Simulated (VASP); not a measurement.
# AlN in VASP: notebook

AlN is run at these levels: PBE; tasks: single point.

All numbers are computed with VASP 6.6.1; they aren't measurements. Logs are shortened: lines on timing, memory, paths and dates and some standing lists are left out, and cuts for length are marked.

## 1. The cell of the first run

The structure is hexagonal, space group P6_3/mmc (No. 194). Conventional cell: a = 3.341 Å, b = 3.341 Å, c = 4.222 Å, α = 90.00°, β = 90.00°, γ = 120.00°. Al (site symmetry -6m2) has 5 N at 1.93 to 2.11 Å within 2.6 Å. Within 2.6 Å of N (site symmetry -6m2) lie 5 Al at 1.93 to 2.11 Å.

## 2. Single point, PBE

The input, INCAR:

```
ALGO = Normal
EDIFF = 1E-6
ENCUT = 520
GGA = PE
ISIF = 2
ISMEAR = 0
LASPH = True
LCHARG = False
LREAL = False
LWAVE = False
NBANDS = 16
NELM = 100
PREC = Accurate
SIGMA = 0.05
```

The input, KPOINTS:

```
k-points
0
Gamma
  9 9 6
```

The input, POSCAR:

```
AlN
1.0
    3.3409812192      0.0000000000      0.0000000000
   -1.6704906096      2.8933746094      0.0000000000
    0.0000000000      0.0000000000      4.2223472407
Al N
2 2
Direct
    0.3333333333      0.6666666667      0.7500000000
    0.6666666667      0.3333333333      0.2500000000
    0.3333333333      0.6666666667      0.2500000000
    0.6666666667      0.3333333333      0.7500000000
```

Potentials or basis: VASP PAW PBE potentials, release 64 (Al, N).

The run is started by

```sh
$ cat potpaw_PBE.64/Al/POTCAR potpaw_PBE.64/N/POTCAR > POTCAR
$ mpirun -np 1 vasp_std > vasp.out
```

OUTCAR:

```text
EDIFF = 1E-6
   ENCUT = 520
   GGA = PE
   ISIF = 2
   ISMEAR = 0
   LASPH = True
   LREAL = False
   NELM = 100
   PREC = Accurate

 ion  position               nearest neighbor table
   1  0.333  0.667  0.750-   4 1.93   4 1.93   4 1.93   3 2.11   3 2.11   2 2.86   2 2.86   2 2.86
                             2 2.86   2 2.86   2 2.86
   2  0.667  0.333  0.250-   3 1.93   3 1.93   3 1.93   4 2.11   4 2.11   1 2.86   1 2.86   1 2.86
                             1 2.86   1 2.86   1 2.86
   3  0.333  0.667  0.250-   2 1.93   2 1.93   2 1.93   1 2.11   1 2.11
   4  0.667  0.333  0.750-   1 1.93   1 1.93   1 1.93   2 2.11   2 2.11

  LATTYP: Found a hexagonal cell.
 ALAT       =     3.3409812192
 C/A-ratio  =     1.2638045423

  Lattice vectors:

 A1 = (   3.3409812192,   0.0000000000,   0.0000000000)
 A2 = (  -1.6704906096,   2.8933746094,   0.0000000000)
 A3 = (   0.0000000000,   0.0000000000,   4.2223472407)

Analysis of symmetry for initial positions (statically):
=====================================================================
 Subroutine PRICEL returns:
 Original cell was already a primitive cell.

 Routine SETGRP: Setting up the symmetry group for a
 hexagonal supercell.

 Subroutine GETGRP returns: Found 24 space group operations
 (whereof 12 operations were pure point group operations)
 out of a pool of 24 trial point group operations.

The static configuration has the point symmetry D_3d.
 The point group associated with its full space group is D_6h.

Analysis of symmetry for dynamics (positions and initial velocities):
=====================================================================
 Subroutine PRICEL returns:
 Original cell was already a primitive cell.

 Routine SETGRP: Setting up the symmetry group for a
 hexagonal supercell.

 Subroutine GETGRP returns: Found 24 space group operations
 (whereof 12 operations were pure point group operations)
 out of a pool of 24 trial point group operations.

The dynamic configuration has the point symmetry D_3d.
 The point group associated with its full space group is D_6h.

 Subroutine INISYM returns: Found 24 space group operations
 (whereof 12 operations are pure point group operations),
 and found     1 'primitive' translations

----------------------------------------------------------------------------------------

                                     Primitive cell

  volume of cell :      40.8162

  direct lattice vectors                    reciprocal lattice vectors
     3.340981219  0.000000000  0.000000000     0.299313266  0.172808595  0.000000000
    -1.670490610  2.893374609  0.000000000     0.000000000  0.345617189  0.000000000
     0.000000000  0.000000000  4.222347241     0.000000000  0.000000000  0.236835093

  length of vectors
     3.340981219  3.340981219  4.222347241     0.345617189  0.345617189  0.236835093

  position of ions in fractional coordinates (direct lattice)
     0.333333333  0.666666667  0.750000000
     0.666666667  0.333333333  0.250000000
     0.333333333  0.666666667  0.250000000
     0.666666667  0.333333333  0.750000000

  ion indices of the primitive-cell ions
   primitive index   ion index
                 1           1
                 2           2
                 3           3
                 4           4

----------------------------------------------------------------------------------------

 KPOINTS: k-points

Automatic generation of k-mesh.
 Grid dimensions read from file:
 generate k-points for:    9    9    6

 Generating k-lattice:

  Cartesian coordinates                     Fractional coordinates (reciprocal lattice)
     0.033257030  0.019200955  0.000000000     0.111111111  0.000000000  0.000000000
     0.000000000  0.038401910  0.000000000     0.000000000  0.111111111  0.000000000
     0.000000000  0.000000000  0.039472515     0.000000000  0.000000000  0.166666667

  Length of vectors
     0.038401910  0.038401910  0.039472515

  Shift w.r.t. Gamma in fractional coordinates (k-lattice)
     0.000000000  0.000000000  0.000000000

 Subroutine IBZKPT returns following result:
 ===========================================

 Found     48 irreducible k-points:

 Following reciprocal coordinates:
            Coordinates               Weight
  0.000000  0.000000  0.000000      1.000000
  0.111111  0.000000  0.000000      6.000000
  0.222222  0.000000  0.000000      6.000000
  0.333333  0.000000  0.000000      6.000000
  0.444444  0.000000  0.000000      6.000000
  0.111111  0.111111  0.000000      6.000000
[... 16 lines left out ...]
  0.333333  0.222222  0.166667     24.000000
  0.333333  0.333333  0.166667      4.000000
 [... further k-points ...]
   k-points           NKPTS =     48   k-points in BZ     NKDIM =     48   number of bands    NBANDS=     16
   number of dos      NEDOS =    301   number of ions     NIONS =      4
   total plane-waves  NPLWV =  25088
   dimension x,y,z NGX =    28 NGY =   28 NGZ =   32
   dimension x,y,z NGXF=    56 NGYF=   56 NGZF=   64
   ions per type =               2   2
   NGX,Y,Z   is equivalent  to a cutoff of  13.93, 13.93, 12.60 a.u.
   NGXF,Y,Z  is equivalent  to a cutoff of  27.87, 27.87, 25.20 a.u.
 SYSTEM =  unknown system
   PREC   = accura    normal or accurate (medium, high low for compatibility)
   ISTART =      0    job   : 0-new  1-cont  2-samecut
   ICHARG =      2    charge: 1-file 2-atom 10-const
   ISPIN  =      1    spin polarized calculation?
   LNONCOLLINEAR =      F non collinear calculations
   LSORBIT =      F    spin-orbit coupling
   LASPH  =      T    aspherical Exc in radial PAW
   ENCUT  =  520.0 eV  38.22 Ry    6.18 a.u.   6.21  6.21  7.85*2*pi/ulx,y,z
   NELM   =    100;   NELMIN=  2; NELMDL= -5     # of ELM steps
   EDIFF  = 0.1E-05   stopping-criterion for ELM
   LREAL  =      F    real-space projection
   EDIFFG = 0.1E-04   stopping-criterion for IOM
   NSW    =      0    number of steps for IOM
   IBRION =     -1    ionic relax: 0-MD 1-quasi-New 2-CG
   NFREE  =      0    steps in history (QN), initial steepest desc. (CG)
   ISIF   =      2    stress and relaxation
   ISYM   =      2    0-nonsym 1-usesym 2-fastsym
   POTIM  = 0.5000    time-step for ionic-motion
   TEBEG  =    0.0;   TEEND  =   0.0 temperature during run
   PSTRESS=    0.0 pullay stress
   NELECT =      16.0000    total number of electrons
   NUPDOWN=      -1.0000    fix difference up-down
   EMIN   =  10.00;   EMAX   =-10.00  energy-range for DOS
   EFERMI =   0.00;   METHOD = LEGACY
   ISMEAR =     0;   SIGMA  =   0.05  broadening in eV -4-tet -1-fermi 0-gaus
   EFERMI_NEDOS =   21; number of points for ismear=-14 and -15
   IALGO  =     38    algorithm
   IMIX   =      4    mixing-type and parameters
     AMIX     =   0.40;   BMIX     =  1.00
     AMIX_MAG =   1.60;   BMIX_MAG =  1.00
  volume/ion in A,a.u.               =      10.20        68.86
  Fermi-wavevector in a.u.,A,eV,Ry     =   1.198130  2.264137 19.531374  1.435515
  Thomas-Fermi vector in A             =   2.334027
   LORBIT       =      0    0 simple, 1 ext, 2 COOP (PROOUT), +10 PAW based schemes
   GGA     = PE    functional components
   LHFCALC =     F    Hartree Fock is set to
   AEXX    =    0.0000 exact exchange contribution
   IVDW    =     0    specifies the selected vdW correction
   LEPSILON=     F    determine dielectric tensor
   LRPA    =     F    only Hartree local field effects (RPA)
 non-spin polarized calculation
 Gauss-broadening in eV      SIGMA  =   0.05
  energy-cutoff  :      520.00
  volume of cell :       40.82
 maximum number of plane-waves:      1109
 NGX is ok and might be reduce to    28
   NGX = 13   NGY = 13   NGZ = 15

 number of electron      15.9999998 magnetization

 Free energy of the ion-electron system (eV)
  ---------------------------------------------------
  ext. energy  EPLUGINS =         0.00000000
  ---------------------------------------------------
  free energy    TOTEN  =       -29.30276233 eV

  energy without entropy =      -29.30276233  energy(sigma->0) =      -29.30276233

 E-fermi :   7.8734     XC(G=0): -11.0481

 val. band max:        7.6617933821   @ k =   0.0000   0.0000   0.0000
 cond. band min:      10.7386500087   @ k =   0.0000   0.0000   0.0000
 fundamental gap:      3.0768566266
 Fermi energy:         7.8733785761

 k-point     1 :       0.0000    0.0000    0.0000
  band No.  band energies     occupation
      1      -8.9215      2.00000
      2      -5.4238      2.00000
      3       0.9588      2.00000
      4       4.4674      2.00000
      5       4.4674      2.00000
      6       6.1039      2.00000
[... 8 lines left out ...]
     15      19.2665      0.00000
     16      19.5182      0.00000

 k-point     2 :       0.1111    0.0000    0.0000
  band No.  band energies     occupation
      1      -8.7854      2.00000
      2      -5.4203      2.00000
      3       1.1073      2.00000
      4       3.9703      2.00000
      5       4.2731      2.00000
      6       5.6028      2.00000
[... 8 lines left out ...]
     15      18.9490      0.00000
     16      19.0286      0.00000

 k-point     3 :       0.2222    0.0000    0.0000
  band No.  band energies     occupation
      1      -8.3958      2.00000
      2      -5.4524      2.00000
      3       1.5398      2.00000
      4       2.9025      2.00000
      5       3.8750      2.00000
      6       4.6966      2.00000
[... 8 lines left out ...]
     15      18.0035      0.00000
     16      19.8561      0.00000

 k-point     4 :       0.3333    0.0000    0.0000
  band No.  band energies     occupation
      1      -7.8202      2.00000
      2      -5.6215      2.00000
      3       1.9213      2.00000
      4       2.2043      2.00000
      5       3.5127      2.00000
      6       3.9125      2.00000
[... 8 lines left out ...]
     15      18.8444      0.00000
     16      20.2549      0.00000
[... 324 lines left out ...]
 k-point    22 :       0.2222    0.2222    0.1667
  band No.  band energies     occupation
      1      -7.3811      2.00000
      2      -5.8395      2.00000
      3       1.5448      2.00000
      4       1.9118      2.00000
      5       3.4794      2.00000
      6       3.9985      2.00000
[... 8 lines left out ...]
     15      19.3372      0.00000
     16      20.5883      0.00000

 k-point    23 :       0.3333    0.2222    0.1667
  band No.  band energies     occupation
      1      -6.8580      2.00000
      2      -6.0949      2.00000
      3       1.2755      2.00000
      4       2.0058      2.00000
      5       2.7140      2.00000
      6       4.5054      2.00000
[... 8 lines left out ...]
     15      19.1073      0.00000
     16      20.6707      0.00000

 k-point    24 :       0.3333    0.3333    0.1667
  band No.  band energies     occupation
      1      -6.4264      2.00000
      2      -6.4264      2.00000
      3       1.3103      2.00000
      4       2.1905      2.00000
      5       2.1905      2.00000
      6       4.7194      2.00000
[... 8 lines left out ...]
     15      18.7728      0.00000
     16      20.4072      0.00000

 [... further k-points ...]
[... 5 lines left out ...]
  --------------------------------------------------------------------------------------
  -------------------------------------------------------------------------------------
  Total       -1.3798875     -1.3798875     -1.1003603      0.0000000     -0.0000000     -0.0000000
  in kB      -54.1653586    -54.1653586    -43.1929501      0.0000000     -0.0000000     -0.0000000
  external PRESSURE =     -50.5078891 kB  Pullay stress =       0.0000000 kB

 VOLUME and BASIS-vectors are now :
 -----------------------------------------------------------------------------
  energy-cutoff  :      520.00
  volume of cell :       40.82
      direct lattice vectors                 reciprocal lattice vectors
     3.340981219  0.000000000  0.000000000     0.299313266  0.172808595  0.000000000
    -1.670490610  2.893374609  0.000000000     0.000000000  0.345617189  0.000000000
     0.000000000  0.000000000  4.222347241     0.000000000  0.000000000  0.236835093

 POSITION                                       TOTAL-FORCE (eV/Angst)
 -----------------------------------------------------------------------------------
     -0.00000      1.92892      3.16676        -0.000000      0.000000      0.000000
      1.67049      0.96446      1.05559         0.000000     -0.000000     -0.000000
     -0.00000      1.92892      1.05559         0.000000     -0.000000      0.000000
      1.67049      0.96446      3.16676         0.000000      0.000000      0.000000
 -----------------------------------------------------------------------------------
    total drift:                               -0.000000      0.000000      0.000000

  FREE ENERGIE OF THE ION-ELECTRON SYSTEM (eV)
  ---------------------------------------------------
  free  energy   TOTEN  =       -29.3027623283 eV

  energy  without entropy=      -29.3027623283  energy(sigma->0) =      -29.30276233
```

Wall time 23 s (1 thread of Intel Xeon Platinum 8259CL at 2.50GHz (Skylake/Cascade Lake), shared host); peak memory 0.17 GiB.

What came out:

```yaml
Free_energy: -29.3028 eV
Pressure: -5.1 GPa
Band_gap_on_the_k_mesh: 3.08 eV, direct
```

(Part 1 of 2 ends here.)
